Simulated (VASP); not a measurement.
# BAs (rocksalt type): single point with PBE

Crystal: BAs (rocksalt type).

```
B As
1.0
     0.00000    1.89086    1.89086
     1.89086    0.00000    1.89086
     1.89086    1.89086    0.00000
B As
1 1
Direct
  0.00000 0.00000 0.00000
  0.50000 0.50000 0.50000
```

This cell differs from its parent crystal: volume scaled by 0.55.

```yaml
Program: VASP 6.6.1
Task: single point
Functional: PBE
Potentials_or_basis: VASP PAW PBE potentials, release 64 (B, As)
Cutoff: 520 eV
k_mesh: 15 × 15 × 15
Occupations: fermi-dirac, width 0.08 eV
Spin: no spin polarisation
Dipole_correction: no
Further_INCAR_settings: ALGO = Normal; EDIFF = 1e-07; NBANDS = 11
```

The pressure is 268.2 GPa and the band gap on the k mesh is zero (band 4 reaches 17.57 eV, above the bottom of band 5 at 15.35 eV).

Levels at points of the mesh, in eV from the Fermi level:
```
           k point  band 2  band 3  band 4  band 5  band 6  band 7
(0.00, 0.00, 0.00)   -0.57   -0.57   -0.57    8.99    8.99    8.99
```

Run time: 11 s on 1 thread of Intel(R) Xeon(R) Platinum 8488C (Sapphire Rapids), on a shared host, peak memory 0.13 GiB.
